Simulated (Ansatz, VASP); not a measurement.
# One calculation of Os, two programs

```xyz
2
Lattice="2.7394 0.0000 0.0000 -1.3697 2.3724 0.0000 0.0000 0.0000 4.3138" Properties=species:S:1:pos:R:3 pbc="T T T"
Os    0.0000    1.5816    1.0785
Os    1.3697    0.7908    3.2354
```

Alike in both runs: task single point; functional r2SCAN; k mesh 13 × 13 × 7; occupations methfessel-paxton of order 1, width 0.3 eV; no spin polarisation.

|  | VASP | Ansatz |
| --- | --- | --- |
| version | VASP 6.6.1 | Ansatz 0.2.0 |
| potentials or method | VASP PAW PBE potentials, release 64 (Os), cutoff 520 eV | plane waves (500 eV) with PAW, scalar-relativistic |
| valence electrons in the cell | 16 | 32 |

Ansatz gave:

- pressure (GPa): -0.2
- traceless stress, the component that is largest in VASP (GPa): -0.15

Q: What did VASP give for the same quantities?

A: Pressure (GPa): 0.8; traceless stress, the component that is largest in VASP (GPa): -0.11.

VASP's potentials were made for PBE, not for r2SCAN. VASP's potentials hold 16 valence electrons a cell and Ansatz's 32, so a difference there can come from the potentials and not from the codes.

Neither program's run includes spin-orbit coupling.
